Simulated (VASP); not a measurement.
A run of VASP 6.6.1:

Contents of INCAR:

```
PREC     = Accurate       # precision mode
ENCUT    = 520            # plane-wave cutoff, eV
EDIFF    = 1E-7           # SCF threshold, eV
ISMEAR   = 0              # smearing method
SIGMA    = 0.1            # smearing width, eV
LREAL    = F              # projectors in reciprocal space
LASPH    = T              # aspherical terms in the spheres
NELM     = 80             # most SCF steps
ALGO     = Normal         # electronic algorithm
ISIF     = 2              # what is computed and relaxed
LWAVE    = F              # write WAVECAR
LCHARG   = F              # write CHGCAR
GGA      = PE             # functional
NBANDS   = 36             # bands
```

The input KPOINTS:

```
regular mesh
0
Gamma
  6 6 2
```

File POSCAR:

```
Ba2TaS4
1.0
    5.2984484700      0.0000000000      0.0000000000
   -2.6492242300      4.5885909700      0.0000000000
    0.0000000000      0.0000000000      8.7619060400
Ba Ta S
2 1 4
Direct
    0.0000000000      0.0000000000      0.7790749100
    0.0000000000      0.0000000000      0.2209250900
    0.0000000000      0.0000000000      0.5000000000
    0.5000000000      0.0000000000      0.5000000000
    0.0000000000      0.5000000000      0.5000000000
    0.5000000000      0.5000000000      0.5000000000
    0.0000000000      0.0000000000      0.0000000000
```

Potentials or basis: VASP PAW PBE potentials, release 64 (Ba_sv, Ta_pv, S).

The run is started by

```bash
$ cat potpaw_PBE.64/Ba_sv/POTCAR potpaw_PBE.64/Ta_pv/POTCAR potpaw_PBE.64/S/POTCAR > POTCAR
$ mpirun -np 1 vasp_std > vasp.out
```

Hardware: 1 thread of Intel(R) Xeon(R) 6975P-C (Granite Rapids), on a shared host.

Estimate the wall time of this run.

Wall time 85 s on 1 thread of Intel(R) Xeon(R) 6975P-C (Granite Rapids), on a shared host, peak memory 0.36 GiB. Counts: scf iterations 18, k points 14.
